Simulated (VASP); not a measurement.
## PbO2: relaxation of cell and atoms with PBE

The system is PbO2.

```xyz
3
Lattice="1.7189 0.9924 4.5307 -1.7189 0.9924 4.5307 0.0000 -1.9849 4.5307" Properties=species:S:1:pos:R:3 pbc="T T T"
Pb    0.0000    0.0000    0.0000
O     0.0000    0.0000    3.4869
O     0.0000    0.0000   10.1051
```

```
Program                : VASP 6.6.1
Task                   : relaxation of cell and atoms
Functional             : PBE
Potentials or basis    : VASP PAW PBE potentials, release 64 (Pb_d, O)
Cutoff                 : 600 eV
k mesh                 : 12 × 12 × 12
Occupations            : gaussian, width 0.01 eV
Spin                   : no spin polarisation
Dipole correction      : no
Further INCAR settings : ALGO = Normal; EDIFF = 1e-06; IBRION = 2; EDIFFG = -0.01; NSW = 100; ISIF = 3
```

```json
{
  "Relaxed volume": "14.90 Å³/atom",
  "Relaxed cell": "a = 4.747 Å, b = 4.747 Å, c = 4.747 Å, α = 42.78°, β = 42.78°, γ = 42.78°",
  "Space group after relaxing (to 0.05 Å)": "R-3m (No. 166)",
  "Energy gained by relaxing": "1.1 meV/atom",
  "Ionic steps": "15",
  "Pressure after relaxing": "0.0 GPa",
  "Largest force after relaxing": "0.006 eV/Å",
  "Band gap on the k mesh": "zero (band 13 reaches 3.71 eV, above the bottom of band 14 at 3.68 eV)"
}
```

Forces in eV/Å, atoms in the order of the input:
```
Pb   0.000  0.000  0.000
O    0.000  0.000 -0.006
O    0.000  0.000  0.006
```

Stress tensor (GPa, compression positive):
```
-0.06  0.00  0.00
 0.00 -0.06  0.00
 0.00  0.00  0.04
```

The path:
| step | energy change (eV) | largest force (eV/Å) | pressure (GPa) | volume (Å³) |
| --- | --- | --- | --- | --- |
| 1 | 0.0000 | 0.0211 | 0.19 | 46.37 |
| 2 | -0.0003 | 0.0055 | -0.28 | 46.49 |
| 3 | -0.0003 | 0.0056 | -0.26 | 46.49 |
| 4 | -0.0006 | 0.0126 | -0.21 | 46.40 |
| 5 | -0.0012 | 0.0587 | -0.07 | 46.12 |
| 6 | -0.0012 | 0.0746 | -0.01 | 46.03 |
| 7 | -0.0014 | 0.0696 | -0.05 | 45.95 |
| 8 | -0.0021 | 0.0527 | -0.15 | 45.71 |
| 9 | -0.0029 | 0.0220 | -0.33 | 45.24 |
| 10 | -0.0022 | 0.0462 | -0.52 | 44.27 |
| 11 | -0.0031 | 0.0070 | -0.37 | 44.96 |
| 12 | -0.0032 | 0.0289 | 0.35 | 44.49 |
| 13 | -0.0034 | 0.0204 | 0.08 | 44.67 |
| 14 | -0.0034 | 0.0188 | 0.03 | 44.70 |
| 15 | -0.0034 | 0.0060 | -0.03 | 44.70 |

Final structure:
```cif
data_structure
_symmetry_space_group_name_H-M 'P 1'
_symmetry_Int_Tables_number 1
_cell_length_a 4.7468
_cell_length_b 4.7468
_cell_length_c 4.7468
_cell_angle_alpha 42.777
_cell_angle_beta 42.777
_cell_angle_gamma 42.777
_cell_volume 44.70
loop_
_atom_site_label
_atom_site_type_symbol
_atom_site_fract_x
_atom_site_fract_y
_atom_site_fract_z
_atom_site_occupancy
Pb1 Pb 0.00000 0.00000 0.00000 1
O1 O 0.25385 0.25385 0.25385 1
O2 O 0.74615 0.74615 0.74615 1
```

Levels at points of the mesh, in eV from the Fermi level:
```tsv
k point	band 9	band 10	band 11	band 12	band 13	band 14	band 15	band 16	band 17
(0.00, 0.00, 0.00)	-1.40	-1.40	-0.86	-0.86	-0.08	-0.04	5.06	9.68	9.68
(0.50, 0.00, 0.00)	-3.59	-2.76	-1.78	-0.86	-0.72	3.04	7.17	8.60	11.27
(0.50, 0.50, 0.00)	-4.12	-3.10	-0.91	-0.29	-0.01	2.59	5.97	9.55	10.35
(0.50, 0.50, 0.50)	-1.75	-1.66	-1.66	-0.67	-0.67	2.01	5.16	10.19	10.19
```

It took 16 min on 1 thread of Intel(R) Xeon(R) 6975P-C (Granite Rapids) (shared host), peak memory 0.37 GiB.

Caveat: spin-orbit coupling is left out, which moves the levels of the heavy elements.
